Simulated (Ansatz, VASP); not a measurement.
# BaHf in VASP and in Ansatz

```
Ba Hf
1.0
     3.41066    0.00000    0.00000
    -1.70533    2.95372    0.00000
     0.00000    0.00000    6.16754
Ba Hf
1 1
Direct
  0.00000 0.00000 0.00000
  0.66667 0.33333 0.50000
```

Alike in both runs: task relaxation of cell and atoms; functional PBE; k mesh 18 × 18 × 10; occupations gaussian, width 0.1 eV; no spin polarisation.

|  | VASP | Ansatz |
| --- | --- | --- |
| version | VASP 6.6.1 | Ansatz 0.2.0 |
| potentials or method | VASP PAW PBE potentials, release 64 (Ba_sv, Hf_pv), cutoff 600 eV | scalar-relativistic, plane waves, PAW |
| valence electrons in the cell | 20 | 36 |

|  | VASP | Ansatz | Ansatz less VASP |
| --- | --- | --- | --- |
| gap on the k mesh at the Fermi level, each at its own relaxed structure (eV) | none | none | - |
| relaxed volume (Å³/atom) | 31.91 | 31.29 | -0.618 |
| relaxed length of the cell vector where the two differ most in proportion (Å) | 3.461 | 3.438 | -0.0231 |

A gap of «none» marks a metal or a gap that the smearing closes. VASP's potentials hold 20 valence electrons a cell and Ansatz's 36, so a difference there can come from the potentials and not from the codes.

Neither program's run includes spin-orbit coupling.
